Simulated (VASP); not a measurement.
# Nb5C6 in VASP: relaxation of the atoms with PBEsol

Aim: the relaxation of the atoms of Nb5C6 with PBEsol.

Everything below comes from runs of VASP 6.6.1. Logs are shortened: lines on timing, memory, paths and dates and some standing lists are left out, and cuts for length are marked.

**1. The cell of the first run**

The cell holds a slab with vacuum, 11 atoms: a = 3.147 Å, b = 3.147 Å, c = 27.846 Å, α = 90.00°, β = 90.00°, γ = 120.00°.

**2. Relaxation of the atoms, PBEsol**

INCAR

```
SYSTEM = Nb5C6
PREC     = Accurate       ! precision mode
ENCUT    = 520            ! plane-wave cutoff, eV
EDIFF    = 1E-7           ! SCF threshold, eV
ISMEAR   = 0              ! smearing method
SIGMA    = 0.1            ! smearing width, eV
LREAL    = .False.        ! projectors in reciprocal space
LASPH    = .True.         ! aspherical terms in the spheres
NELM     = 120            ! most SCF steps
ALGO     = Normal         ! electronic algorithm
ISIF     = 2              ! what is computed and relaxed
LWAVE    = .False.        ! write WAVECAR
LCHARG   = .False.        ! write CHGCAR
LDIPOL   = .True.       
IDIPOL   = 3            
DIPOL    = 0.5 0.5 0.500
GGA      = PS             ! functional
IBRION   = 2              ! ionic algorithm
NSW      = 80             ! ionic steps
EDIFFG   = -0.02          ! ionic threshold
GGA_COMPAT= .False.      
NELMIN   = 4            
NELMDL   = -8           
KPAR     = 4
```

KPOINTS

```
regular mesh
0
Gamma
  12 12 1
  0 0 0
```

POSCAR

```
Nb5C6
1.0
    3.1465397452      0.0000000000      0.0000000000
   -1.5732698726      2.7249833534      0.0000000000
    0.0000000000      0.0000000000     27.8456947186
C Nb
6 5
Direct
    0.3333333333      0.6666666667      0.2693414575
    0.0000000000      0.0000000000      0.3616048745
    0.6666666667      0.3333333333      0.4538682915
    0.3333333333      0.6666666667      0.5461317085
    0.0000000000      0.0000000000      0.6383951255
    0.6666666667      0.3333333333      0.7306585425
    0.6666666667      0.3333333333      0.3154731660
    0.3333333333      0.6666666667      0.4077365830
    0.0000000000      0.0000000000      0.5000000000
    0.6666666667      0.3333333333      0.5922634170
    0.3333333333      0.6666666667      0.6845268340
```

Potentials or basis: VASP PAW PBE potentials, release 64 (C, Nb_sv).

Started as:

```bash
$ cat potpaw_PBE.64/C/POTCAR potpaw_PBE.64/Nb_sv/POTCAR > POTCAR
$ mpirun -np 4 vasp_std > vasp.out
```

OUTCAR:

```text
SYSTEM = Nb5C6
   PREC = Accurate
   ENCUT = 520
   EDIFF = 1E-7
   ISMEAR = 0
   LREAL = .False.
   LASPH = .True.
   NELM = 120
   ISIF = 2
   GGA = PS
   IBRION = 2
   NSW = 80
   EDIFFG = -0.02
   NELMIN = 4
   NELMDL = -8

 ion  position               nearest neighbor table
   1  0.333  0.667  0.269-   7 2.22   7 2.22   7 2.22
   2  0.000  0.000  0.362-   8 2.22   7 2.22   8 2.22   7 2.22   8 2.22   7 2.22
   3  0.667  0.333  0.454-   8 2.22   9 2.22   8 2.22   9 2.22   9 2.22   8 2.22
   4  0.333  0.667  0.546-   9 2.22  10 2.22  10 2.22   9 2.22   9 2.22  10 2.22
   5  0.000  0.000  0.638-  10 2.22  11 2.22  10 2.22  11 2.22  10 2.22  11 2.22
   6  0.667  0.333  0.731-  11 2.22  11 2.22  11 2.22
   7  0.667  0.333  0.315-   1 2.22   2 2.22   1 2.22   2 2.22   2 2.22   1 2.22
   8  0.333  0.667  0.408-   2 2.22   3 2.22   3 2.22   2 2.22   2 2.22   3 2.22
   9  0.000  0.000  0.500-   3 2.22   4 2.22   3 2.22   4 2.22   3 2.22   4 2.22
  10  0.667  0.333  0.592-   4 2.22   5 2.22   4 2.22   5 2.22   5 2.22   4 2.22
  11  0.333  0.667  0.685-   6 2.22   5 2.22   6 2.22   5 2.22   5 2.22   6 2.22

  LATTYP: Found a hexagonal cell.
 ALAT       =     3.1465397452
 C/A-ratio  =     8.8496243409

  Lattice vectors:

 A1 = (   3.1465397452,   0.0000000000,   0.0000000000)
 A2 = (  -1.5732698726,   2.7249833534,   0.0000000000)
 A3 = (   0.0000000000,   0.0000000000,  27.8456947186)

Analysis of symmetry for initial positions (statically):
=====================================================================
 Subroutine PRICEL returns:
 Original cell was already a primitive cell.

 Routine SETGRP: Setting up the symmetry group for a
 hexagonal supercell.

 Subroutine GETGRP returns: Found 12 space group operations
 (whereof 12 operations were pure point group operations)
 out of a pool of 24 trial point group operations.

The static configuration has the point symmetry D_3d.

Analysis of symmetry for dynamics (positions and initial velocities):
=====================================================================
 Subroutine PRICEL returns:
 Original cell was already a primitive cell.

 Routine SETGRP: Setting up the symmetry group for a
 hexagonal supercell.

 Subroutine GETGRP returns: Found 12 space group operations
 (whereof 12 operations were pure point group operations)
 out of a pool of 24 trial point group operations.

The dynamic configuration has the point symmetry D_3d.

 Subroutine INISYM returns: Found 12 space group operations
 (whereof 12 operations are pure point group operations),
 and found     1 'primitive' translations

----------------------------------------------------------------------------------------

                                     Primitive cell

  volume of cell :     238.7565

  direct lattice vectors                    reciprocal lattice vectors
     3.146539745  0.000000000  0.000000000     0.317809429  0.183487359  0.000000000
    -1.573269873  2.724983353  0.000000000     0.000000000  0.366974719  0.000000000
     0.000000000  0.000000000 27.845694719     0.000000000  0.000000000  0.035912194

  length of vectors
     3.146539745  3.146539745 27.845694719     0.366974719  0.366974719  0.035912194

  position of ions in fractional coordinates (direct lattice)
     0.333333333  0.666666667  0.269341457
     0.000000000  0.000000000  0.361604875
     0.666666667  0.333333333  0.453868292
     0.333333333  0.666666667  0.546131708
     0.000000000  0.000000000  0.638395125
     0.666666667  0.333333333  0.730658543
     0.666666667  0.333333333  0.315473166
     0.333333333  0.666666667  0.407736583
     0.000000000  0.000000000  0.500000000
     0.666666667  0.333333333  0.592263417
     0.333333333  0.666666667  0.684526834

  ion indices of the primitive-cell ions
   primitive index   ion index
                 1           1
                 2           2
                 3           3
                 4           4
                 5           5
                 6           6
                 7           7
                 8           8
                 9           9
                10          10
                11          11

----------------------------------------------------------------------------------------

 KPOINTS: regular mesh

Automatic generation of k-mesh.
 Grid dimensions read from file:
 generate k-points for:   12   12    1

 Generating k-lattice:

  Cartesian coordinates                     Fractional coordinates (reciprocal lattice)
     0.026484119  0.015290613  0.000000000     0.083333333 -0.000000000  0.000000000
     0.000000000  0.030581227  0.000000000     0.000000000  0.083333333  0.000000000
     0.000000000  0.000000000  0.035912194     0.000000000  0.000000000  1.000000000

  Length of vectors
     0.030581227  0.030581227  0.035912194

  Shift w.r.t. Gamma in fractional coordinates (k-lattice)
     0.000000000  0.000000000  0.000000000

 Subroutine IBZKPT returns following result:
 ===========================================

 Found     19 irreducible k-points:

 Following reciprocal coordinates:
            Coordinates               Weight
  0.000000  0.000000  0.000000      1.000000
  0.083333  0.000000  0.000000      6.000000
  0.166667  0.000000  0.000000      6.000000
  0.250000  0.000000  0.000000      6.000000
  0.333333  0.000000  0.000000      6.000000
  0.416667 -0.000000  0.000000      6.000000
[... 11 lines left out ...]
  0.333333  0.250000  0.000000     12.000000
  0.333333  0.333333  0.000000      2.000000
   k-points           NKPTS =     19   k-points in BZ     NKDIM =     19   number of bands    NBANDS=     53
   number of dos      NEDOS =    301   number of ions     NIONS =     11
   total plane-waves  NPLWV = 120960
   dimension x,y,z NGX =    24 NGY =   24 NGZ =  210
   dimension x,y,z NGXF=    48 NGYF=   48 NGZF=  420
   ions per type =               6   5
   NGX,Y,Z   is equivalent  to a cutoff of  12.68, 12.68, 12.54 a.u.
   NGXF,Y,Z  is equivalent  to a cutoff of  25.36, 25.36, 25.08 a.u.
 SYSTEM =  Nb5C6
   PREC   = accura    normal or accurate (medium, high low for compatibility)
   ISTART =      0    job   : 0-new  1-cont  2-samecut
   ICHARG =      2    charge: 1-file 2-atom 10-const
   ISPIN  =      1    spin polarized calculation?
   LNONCOLLINEAR =      F non collinear calculations
   LSORBIT =      F    spin-orbit coupling
   LASPH  =      T    aspherical Exc in radial PAW
   ENCUT  =  520.0 eV  38.22 Ry    6.18 a.u.   5.85  5.85 51.77*2*pi/ulx,y,z
   NELM   =    120;   NELMIN=  4; NELMDL= -8     # of ELM steps
   EDIFF  = 0.1E-06   stopping-criterion for ELM
   LREAL  =      F    real-space projection
   EDIFFG = -.2E-01   stopping-criterion for IOM
   NSW    =     80    number of steps for IOM
   IBRION =      2    ionic relax: 0-MD 1-quasi-New 2-CG
   NFREE  =      1    steps in history (QN), initial steepest desc. (CG)
   ISIF   =      2    stress and relaxation
   ISYM   =      2    0-nonsym 1-usesym 2-fastsym
   POTIM  = 0.5000    time-step for ionic-motion
   TEBEG  =    0.0;   TEEND  =   0.0 temperature during run
   PSTRESS=    0.0 pullay stress
   NELECT =      89.0000    total number of electrons
   NUPDOWN=      -1.0000    fix difference up-down
   EMIN   =  10.00;   EMAX   =-10.00  energy-range for DOS
   EFERMI =   0.00;   METHOD = LEGACY
   ISMEAR =     0;   SIGMA  =   0.10  broadening in eV -4-tet -1-fermi 0-gaus
   EFERMI_NEDOS =   21; number of points for ismear=-14 and -15
   IALGO  =     38    algorithm
   IMIX   =      4    mixing-type and parameters
     AMIX     =   0.40;   BMIX     =  1.00
     AMIX_MAG =   1.60;   BMIX_MAG =  1.00
  volume/ion in A,a.u.               =      21.71       146.47
  Fermi-wavevector in a.u.,A,eV,Ry     =   1.178202  2.226479 18.887066  1.388160
  Thomas-Fermi vector in A             =   2.314535
   LORBIT       =      0    0 simple, 1 ext, 2 COOP (PROOUT), +10 PAW based schemes
   GGA     = PS    functional components
   LHFCALC =     F    Hartree Fock is set to
   AEXX    =    0.0000 exact exchange contribution
   IVDW    =     0    specifies the selected vdW correction
   LEPSILON=     F    determine dielectric tensor
   LRPA    =     F    only Hartree local field effects (RPA)
 conjugate gradient relaxation of ions
 non-spin polarized calculation
 Gauss-broadening in eV      SIGMA  =   0.10
  energy-cutoff  :      520.00
  volume of cell :      238.76
 maximum number of plane-waves:      6474
 NGX is ok and might be reduce to    24
   NGX = 11   NGY = 11   NGZ =103

--------------------------------------- Ionic step        1  -------------------------------------------

 number of electron      88.9999998 magnetization

 Free energy of the ion-electron system (eV)
  ---------------------------------------------------
  ext. energy  EPLUGINS =         0.00000000
  ---------------------------------------------------
  free energy    TOTEN  =      -111.81295026 eV

  energy without entropy =     -111.78434969  energy(sigma->0) =     -111.79864998

------------------------ aborting loop because EDIFF is reached ----------------------------------------

  FORCE on cell =-STRESS in cart. coord.  units (eV):
  Direction    XX          YY          ZZ          XY          YZ          ZX
  --------------------------------------------------------------------------------------
  -------------------------------------------------------------------------------------
  Total       -2.7334676     -2.7334676     -6.5798161      0.0000000     -0.0000000      0.0000000
  in kB      -18.3429583    -18.3429583    -44.1539139      0.0000000     -0.0000000      0.0000000
  external PRESSURE =     -26.9466102 kB  Pullay stress =       0.0000000 kB
[... 116 lines left out ...]
  FREE ENERGIE OF THE ION-ELECTRON SYSTEM (eV)
  ---------------------------------------------------
  free  energy   TOTEN  =      -112.5841604607 eV

  energy  without entropy=     -112.5589297505  energy(sigma->0) =     -112.57154511

[... ionic steps 4 to 9 ...]

--------------------------------------- Ionic step       10  -------------------------------------------

 number of electron      88.9999998 magnetization

 dipolmoment           0.000000      0.000000     -0.000000 electrons x Angstroem

------------------------ aborting loop because EDIFF is reached ----------------------------------------

  FORCE on cell =-STRESS in cart. coord.  units (eV):
  Direction    XX          YY          ZZ          XY          YZ          ZX
  --------------------------------------------------------------------------------------
  -------------------------------------------------------------------------------------
  Total        1.6358400      1.6358400     -0.5782366     -0.0000000      0.0000000      0.0000000
  in kB       10.9773186     10.9773186     -3.8802619     -0.0000000      0.0000000      0.0000000
  external PRESSURE =       6.0247917 kB  Pullay stress =       0.0000000 kB
[... 77 lines left out ...]
--------------------------------------- Ionic step       12  -------------------------------------------

 number of electron      88.9999998 magnetization

 dipolmoment           0.000000      0.000000      0.000000 electrons x Angstroem

 Free energy of the ion-electron system (eV)
  ---------------------------------------------------
  ext. energy  EPLUGINS =         0.00000000
  ---------------------------------------------------
  free energy    TOTEN  =      -112.63114594 eV

  energy without entropy =     -112.60699942  energy(sigma->0) =     -112.61907268

 E-fermi :   2.1874     XC(G=0):  -7.1064

 val. band max:        2.1821225403   @ k =   0.4167   0.0833   0.0000
 cond. band min:       2.1984489388   @ k =   0.1667   0.0000   0.0000
 fundamental gap:      0.0163263985
 Fermi energy:         2.1873622615

 k-point     1 :       0.0000    0.0000    0.0000
  band No.  band energies     occupation
      1     -53.3313      2.00000
      2     -53.2768      2.00000
      3     -53.2498      2.00000
      4     -52.2141      2.00000
      5     -52.2140      2.00000
      6     -29.8366      2.00000
[... 1053 lines left out ...]
     52       4.6713      0.00000
     53       4.6713      0.00000

------------------------ aborting loop because EDIFF is reached ----------------------------------------

 vacuum level on the upper side and lower side of the slab       (xc-potential included)        -0.007        -0.007

  FORCE on cell =-STRESS in cart. coord.  units (eV):
  Direction    XX          YY          ZZ          XY          YZ          ZX
  --------------------------------------------------------------------------------------
  -------------------------------------------------------------------------------------
  Total        1.7332395      1.7332395     -0.2007286     -0.0000000     -0.0000000      0.0000000
  in kB       11.6309190     11.6309190     -1.3469908     -0.0000000     -0.0000000      0.0000000
  external PRESSURE =       7.3049491 kB  Pullay stress =       0.0000000 kB
[... 26 lines left out ...]
  FREE ENERGIE OF THE ION-ELECTRON SYSTEM (eV)
  ---------------------------------------------------
  free  energy   TOTEN  =      -112.6311459393 eV

  energy  without entropy=     -112.6069994226  energy(sigma->0) =     -112.61907268

 reached required accuracy - stopping structural energy minimisation

 vacuum level on the upper side and lower side of the slab         9.232         9.232
```

Run time: 14 min. Hardware: 4 MPI ranks of AMD EPYC 7R43 (Zen 3), shared host; peak memory 0.43 GiB.

Results:

- Free energy: -112.6311 eV
- Energy gained by relaxing: 74.4 meV/atom
- Ionic steps: 12
- Largest force after relaxing: 0.012 eV/Å
- Band gap on the k mesh: zero (an odd number of electrons rules out a gap without spin polarisation)

Forces in eV/Å, atoms in the order of the input:
```
C    0.000  0.000  0.012
C    0.000  0.000 -0.008
C    0.000  0.000  0.008
C    0.000  0.000 -0.008
C    0.000  0.000  0.008
C    0.000  0.000 -0.012
Nb   0.000  0.000 -0.001
Nb   0.000  0.000  0.004
Nb   0.000  0.000  0.000
Nb   0.000  0.000 -0.004
Nb   0.000  0.000  0.001
```

The path:
```
step  energy change (eV)  largest force (eV/Å)  pressure (GPa)
   1              0.0000                2.9875           -2.69
   2             -0.7673                0.6913           -0.49
   3             -0.7712                0.6606           -0.70
   4             -0.8033                0.1783           -0.34
   5             -0.8040                0.1631           -0.27
   6             -0.8089                0.0983           -0.15
   7             -0.8108                0.0886           -0.01
   8             -0.8129                0.0867            0.12
   9             -0.8159                0.1303            0.53
  10             -0.8174                0.0693            0.60
  11             -0.8181                0.0400            0.69
  12             -0.8182                0.0116            0.73
```

Final structure:
```
CELL_PARAMETERS angstrom
3.14654 0.00000 0.00000
-1.57327 2.72498 0.00000
0.00000 0.00000 27.84569
ATOMIC_POSITIONS crystal
C 0.33333 0.66667 0.27625
C 0.00000 0.00000 0.36330
C 0.66667 0.33333 0.45383
C 0.33333 0.66667 0.54617
C 0.00000 0.00000 0.63670
C 0.66667 0.33333 0.72375
Nb 0.66667 0.33333 0.31266
Nb 0.33333 0.66667 0.40702
Nb 0.00000 0.00000 0.50000
Nb 0.66667 0.33333 0.59298
Nb 0.33333 0.66667 0.68734
```

Caveat: the PAW data sets were made with another functional, which shifts forces and pressure a little.
